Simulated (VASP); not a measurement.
# EuSb (P-6m2) in VASP: single point with PBE

Aim: the single point of EuSb with PBE.

All numbers are computed with VASP 6.6.1; they aren't measurements. Logs are shortened: lines on timing, memory, paths and dates and some standing lists are left out, and cuts for length are marked.

**1. The cell of the first run**

Symmetry: P-6m2, No. 187, hexagonal system. The conventional cell has a = 4.254 Å, b = 4.254 Å, c = 4.409 Å, α = 90.00°, β = 90.00°, γ = 120.00°. Eu (site symmetry -6m2) has 6 Sb at 3.30 Å and 8 Eu at 4.25 to 4.41 Å within 4.5 Å. Sb (site symmetry -6m2) has 6 Eu at 3.30 Å and 8 Sb at 4.25 to 4.41 Å within 4.5 Å.

**2. Single point, PBE, collinear spin, antiferromagnetic start (34.54 Å³/atom)**

The input, INCAR:

```
SYSTEM = EuSb
  PREC = Accurate
  ENCUT = 520
  EDIFF = 1E-7
  ISMEAR = 0
  SIGMA = 0.05
  LREAL = .False.
  LASPH = .True.
  NELM = 150
  ALGO = Normal
  ISIF = 2
  LWAVE = .False.
  LCHARG = .False.
  ISPIN = 2
  MAGMOM = 7.41 -7.41 0 0
  LORBIT = 11
  LMAXMIX = 6
  GGA = PE
  NBANDS = 34
```

The input, KPOINTS:

```
regular mesh
0
Gamma
  10 10 4
  0 0 0
```

The input, POSCAR:

```
EuSb
1.0
    4.2539050122      0.0000000000      0.0000000000
   -2.1269525061      3.6839898058      0.0000000000
    0.0000000000      0.0000000000      8.8170481959
Eu Sb
2 2
Direct
    1.0000000000      1.0000000000      0.0000000000
    1.0000000000      1.0000000000      0.5000000000
    0.6666666667      0.3333333333      0.2500000000
    0.6666666667      0.3333333333      0.7500000000
```

Potentials or basis: VASP PAW PBE potentials, release 64 (Eu, Sb).

The run is started by

```
$ cat potpaw_PBE.64/Eu/POTCAR potpaw_PBE.64/Sb/POTCAR > POTCAR
$ mpirun -np 1 vasp_std > vasp.out
```

OUTCAR:

```text
SYSTEM = EuSb
   PREC = Accurate
   ENCUT = 520
   EDIFF = 1E-7
   ISMEAR = 0
   LREAL = .False.
   LASPH = .True.
   NELM = 150
   ISIF = 2
   ISPIN = 2
   LORBIT = 11
   GGA = PE

 ion  position               nearest neighbor table
   1  0.000  0.000  0.000-   3 3.30   4 3.30   3 3.30   4 3.30   3 3.30   4 3.30
   2  0.000  0.000  0.500-   3 3.30   4 3.30   3 3.30   4 3.30   3 3.30   4 3.30
   3  0.667  0.333  0.250-   1 3.30   2 3.30   1 3.30   2 3.30   1 3.30   2 3.30
   4  0.667  0.333  0.750-   1 3.30   2 3.30   1 3.30   2 3.30   1 3.30   2 3.30

  LATTYP: Found a hexagonal cell.
 ALAT       =     4.2539050122
 C/A-ratio  =     2.0726951285

  Lattice vectors:

 A1 = (   4.2539050122,   0.0000000000,   0.0000000000)
 A2 = (  -2.1269525061,   3.6839898058,   0.0000000000)
 A3 = (   0.0000000000,   0.0000000000,   8.8170481959)

Analysis of symmetry for initial positions (statically):
=====================================================================
 Subroutine PRICEL returns following result:

  LATTYP: Found a hexagonal cell.
 ALAT       =     4.2539050122
 C/A-ratio  =     1.0363475643
[... 12 lines left out ...]
 Subroutine GETGRP returns: Found 12 space group operations
 (whereof 12 operations were pure point group operations)
 out of a pool of 24 trial point group operations.

The static configuration has the point symmetry D_3h.

Analysis of symmetry for dynamics (positions and initial velocities):
=====================================================================
 Subroutine PRICEL returns following result:

  LATTYP: Found a hexagonal cell.
 ALAT       =     4.2539050122
 C/A-ratio  =     1.0363475643
[... 12 lines left out ...]
 Subroutine GETGRP returns: Found 12 space group operations
 (whereof 12 operations were pure point group operations)
 out of a pool of 24 trial point group operations.

The dynamic configuration has the point symmetry D_3h.

Analysis of structural, dynamic, and magnetic symmetry:
=====================================================================
 Subroutine PRICEL returns following result:

  LATTYP: Found a hexagonal cell.
 ALAT       =     4.2539050122
 C/A-ratio  =     1.0363475643
[... 12 lines left out ...]
 Subroutine GETGRP returns: Found 12 space group operations
 (whereof 12 operations were pure point group operations)
 out of a pool of 24 trial point group operations.

The overall configuration has the point symmetry D_3h.

 Subroutine INISYM returns: Found 12 space group operations
 (whereof 12 operations are pure point group operations),
 and found     2 'primitive' translations

----------------------------------------------------------------------------------------

                                     Primitive cell

  volume of cell :      69.0875

  direct lattice vectors                    reciprocal lattice vectors
     4.253905012  0.000000000  0.000000000     0.235078122  0.135722417  0.000000000
    -2.126952506  3.683989806  0.000000000     0.000000000  0.271444834  0.000000000
     0.000000000  0.000000000  4.408524098     0.000000000  0.000000000  0.226833284

  length of vectors
     4.253905012  4.253905012  4.408524098     0.271444834  0.271444834  0.226833284

  position of ions in fractional coordinates (direct lattice)
     0.000000000  0.000000000  0.000000000
     0.666666667  0.333333333  0.500000000

  ion indices of the primitive-cell ions
   primitive index   ion index
                 1           1
                 2           3

----------------------------------------------------------------------------------------

 KPOINTS: regular mesh

Automatic generation of k-mesh.
 Grid dimensions read from file:
 generate k-points for:   10   10    4

 Generating k-lattice:

  Cartesian coordinates                     Fractional coordinates (reciprocal lattice)
     0.023507812  0.013572242  0.000000000     0.100000000  0.000000000  0.000000000
     0.000000000  0.027144483  0.000000000     0.000000000  0.100000000  0.000000000
     0.000000000  0.000000000  0.028354161     0.000000000  0.000000000  0.250000000

  Length of vectors
     0.027144483  0.027144483  0.028354161

  Shift w.r.t. Gamma in fractional coordinates (k-lattice)
     0.000000000  0.000000000  0.000000000

 Subroutine IBZKPT returns following result:
 ===========================================

 Found     42 irreducible k-points:

 Following reciprocal coordinates:
            Coordinates               Weight
  0.000000  0.000000  0.000000      1.000000
  0.100000  0.000000  0.000000      6.000000
  0.200000  0.000000  0.000000      6.000000
  0.300000  0.000000  0.000000      6.000000
  0.400000  0.000000  0.000000      6.000000
  0.500000  0.000000  0.000000      3.000000
[... 16 lines left out ...]
  0.300000  0.100000  0.250000     24.000000
  0.400000  0.100000  0.250000     24.000000
 [... further k-points ...]
   k-points           NKPTS =     42   k-points in BZ     NKDIM =     42   number of bands    NBANDS=     34
   number of dos      NEDOS =    301   number of ions     NIONS =      4
   total plane-waves  NPLWV =  71680
   dimension x,y,z NGX =    32 NGY =   32 NGZ =   70
   dimension x,y,z NGXF=    64 NGYF=   64 NGZF=  140
   ions per type =               2   2
   NGX,Y,Z   is equivalent  to a cutoff of  12.51, 12.51, 13.20 a.u.
   NGXF,Y,Z  is equivalent  to a cutoff of  25.01, 25.01, 26.40 a.u.
 SYSTEM =  EuSb
   PREC   = accura    normal or accurate (medium, high low for compatibility)
   ISTART =      0    job   : 0-new  1-cont  2-samecut
   ICHARG =      2    charge: 1-file 2-atom 10-const
   ISPIN  =      2    spin polarized calculation?
   LNONCOLLINEAR =      F non collinear calculations
   LSORBIT =      F    spin-orbit coupling
   LASPH  =      T    aspherical Exc in radial PAW
   ENCUT  =  520.0 eV  38.22 Ry    6.18 a.u.   7.91  7.91 16.39*2*pi/ulx,y,z
   NELM   =    150;   NELMIN=  2; NELMDL= -5     # of ELM steps
   EDIFF  = 0.1E-06   stopping-criterion for ELM
   LREAL  =      F    real-space projection
   EDIFFG = 0.1E-05   stopping-criterion for IOM
   NSW    =      0    number of steps for IOM
   IBRION =     -1    ionic relax: 0-MD 1-quasi-New 2-CG
   NFREE  =      0    steps in history (QN), initial steepest desc. (CG)
   ISIF   =      2    stress and relaxation
   ISYM   =      2    0-nonsym 1-usesym 2-fastsym
   POTIM  = 0.5000    time-step for ionic-motion
   TEBEG  =    0.0;   TEEND  =   0.0 temperature during run
   PSTRESS=    0.0 pullay stress
   NELECT =      44.0000    total number of electrons
   NUPDOWN=      -1.0000    fix difference up-down
   EMIN   =  10.00;   EMAX   =-10.00  energy-range for DOS
   EFERMI =   0.00;   METHOD = LEGACY
   ISMEAR =     0;   SIGMA  =   0.05  broadening in eV -4-tet -1-fermi 0-gaus
   EFERMI_NEDOS =   21; number of points for ismear=-14 and -15
   IALGO  =     38    algorithm
   IMIX   =      4    mixing-type and parameters
     AMIX     =   0.40;   BMIX     =  1.00
     AMIX_MAG =   1.60;   BMIX_MAG =  1.00
  volume/ion in A,a.u.               =      34.54       233.11
  Fermi-wavevector in a.u.,A,eV,Ry     =   1.117933  2.112588 17.004221  1.249775
  Thomas-Fermi vector in A             =   2.254560
   LORBIT       =     11    0 simple, 1 ext, 2 COOP (PROOUT), +10 PAW based schemes
   GGA     = PE    functional components
   LHFCALC =     F    Hartree Fock is set to
   AEXX    =    0.0000 exact exchange contribution
   IVDW    =     0    specifies the selected vdW correction
   LEPSILON=     F    determine dielectric tensor
   LRPA    =     F    only Hartree local field effects (RPA)
 spin polarized calculation
 Gauss-broadening in eV      SIGMA  =   0.05
  energy-cutoff  :      520.00
  volume of cell :      138.17
 maximum number of plane-waves:      3748
 NGX is ok and might be reduce to    32
   NGX = 15   NGY = 15   NGZ = 33

 number of electron      44.0000005 magnetization      -0.0000000

 number of electron      44.0000005 magnetization       0.0000000

 Free energy of the ion-electron system (eV)
  ---------------------------------------------------
  ext. energy  EPLUGINS =         0.00000000
  ---------------------------------------------------
  free energy    TOTEN  =       -34.25568472 eV

  energy without entropy =      -34.24673025  energy(sigma->0) =      -34.25120749

 E-fermi :   3.7472     XC(G=0):  -9.2427

 val. band max:        3.7381849286   @ k =   0.2000   0.1000   0.2500
 cond. band min:       3.7747588565   @ k =   0.1000   0.0000   0.5000
 fundamental gap:      0.0365739280
 Fermi energy:         3.7471697806

 spin component 1

 k-point     1 :       0.0000    0.0000    0.0000
  band No.  band energies     occupation
      1     -37.5354      1.00000
      2     -34.4820      1.00000
      3     -16.2438      1.00000
      4     -16.2209      1.00000
      5     -16.2209      1.00000
      6     -14.0679      1.00000
[... 877 lines left out ...]
     33       8.2530      0.00000
     34       8.2888      0.00000

 [... further k-points ...]

 spin component 2

 k-point     1 :       0.0000    0.0000    0.0000
  band No.  band energies     occupation
      1     -37.5354      1.00000
      2     -34.4820      1.00000
      3     -16.2438      1.00000
      4     -16.2209      1.00000
      5     -16.2209      1.00000
      6     -14.0679      1.00000
[... 877 lines left out ...]
     33       8.2462      0.00000
     34       8.3012      0.00000

 [... further k-points ...]
[... 5 lines left out ...]
  --------------------------------------------------------------------------------------
  -------------------------------------------------------------------------------------
  Total       -0.5189316     -0.5189316     -0.6619240      0.0000000     -0.0000000      0.0000000
  in kB       -6.0171560     -6.0171560     -7.6751921      0.0000000     -0.0000000      0.0000000
  external PRESSURE =      -6.5698347 kB  Pullay stress =       0.0000000 kB

 VOLUME and BASIS-vectors are now :
 -----------------------------------------------------------------------------
  energy-cutoff  :      520.00
  volume of cell :      138.17
      direct lattice vectors                 reciprocal lattice vectors
     4.253905012  0.000000000  0.000000000     0.235078122  0.135722417  0.000000000
    -2.126952506  3.683989806  0.000000000     0.000000000  0.271444834  0.000000000
     0.000000000  0.000000000  8.817048196     0.000000000  0.000000000  0.113416642

 POSITION                                       TOTAL-FORCE (eV/Angst)
 -----------------------------------------------------------------------------------
      0.00000      0.00000      0.00000        -0.000000      0.000000      0.000000
      0.00000      0.00000      4.40852        -0.000000      0.000000      0.000000
      2.12695      1.22800      2.20426         0.000000     -0.000000     -0.000000
      2.12695      1.22800      6.61279         0.000000     -0.000000      0.000000
 -----------------------------------------------------------------------------------
    total drift:                               -0.000002      0.000001     -0.000000

  FREE ENERGIE OF THE ION-ELECTRON SYSTEM (eV)
  ---------------------------------------------------
  free  energy   TOTEN  =       -34.2556847237 eV

  energy  without entropy=      -34.2467302485  energy(sigma->0) =      -34.25120749

 total charge

# of ion       s       p       d       f       tot
--------------------------------------------------
    1        2.043   5.737   0.341   6.572  14.693
    2        2.043   5.737   0.341   6.572  14.693
    3        1.146   1.316   0.010   0.000   2.471
    4        1.146   1.316   0.010   0.000   2.471
--------------------------------------------------
tot          6.377  14.106   0.702  13.144  34.328

 magnetization (x)

# of ion       s       p       d       f       tot
--------------------------------------------------
    1       -0.009  -0.108   0.089   6.548   6.521
    2        0.009   0.108  -0.089  -6.548  -6.521
    3        0.000   0.000   0.000   0.000   0.000
    4        0.000   0.000   0.000   0.000   0.000
--------------------------------------------------
tot          0.000   0.000   0.000   0.000   0.000
```

It took 24 min on 1 thread of Intel Xeon 8259CL, shared host; peak memory 0.53 GiB.

Results:

| Item | Value |
| --- | --- |
| Free energy | -34.2557 eV |
| Pressure | -0.7 GPa |
| Band gap on the k mesh | zero (filled and empty bands overlap) |
| Net moment | 0.00 μB per cell |
| Site moments | Eu +6.52, -6.52; Sb +0.00 μB |
| Valence electrons inside the program's atomic spheres | Eu 14.69; Sb 2.47 |

Levels at points of the mesh, in eV from the Fermi level:
Spin up:
```csv
k point,band 20,band 21,band 22,band 23,band 24,band 25
"(0.00, 0.00, 0.00)",0.22,0.25,0.36,0.76,0.76,2.49
"(0.50, 0.00, 0.00)",-0.29,-0.25,-0.19,0.49,0.76,1.37
"(0.00, 0.00, 0.50)",0.38,0.38,0.60,0.60,2.06,2.80
"(0.50, 0.00, 0.50)",-0.29,-0.25,-0.17,0.14,1.09,1.63
```
Spin down:
```csv
k point,band 19,band 20,band 21,band 22,band 23,band 24,band 25,band 26
"(0.00, 0.00, 0.00)",0.22,0.22,0.25,0.36,0.76,0.76,2.49,2.49
"(0.50, 0.00, 0.00)",-0.31,-0.29,-0.25,-0.19,0.49,0.76,1.37,3.61
"(0.00, 0.00, 0.50)",-0.23,0.38,0.38,0.60,0.60,2.06,2.80,2.85
"(0.50, 0.00, 0.50)",-0.32,-0.29,-0.25,-0.17,0.14,1.09,1.63,3.03
```

Caveat: spin-orbit coupling is left out, which moves the levels of the heavy elements; semilocal functionals describe open f shells poorly, which spoils levels, moments and volumes. The state reached can hang on the start; a lower one may exist.
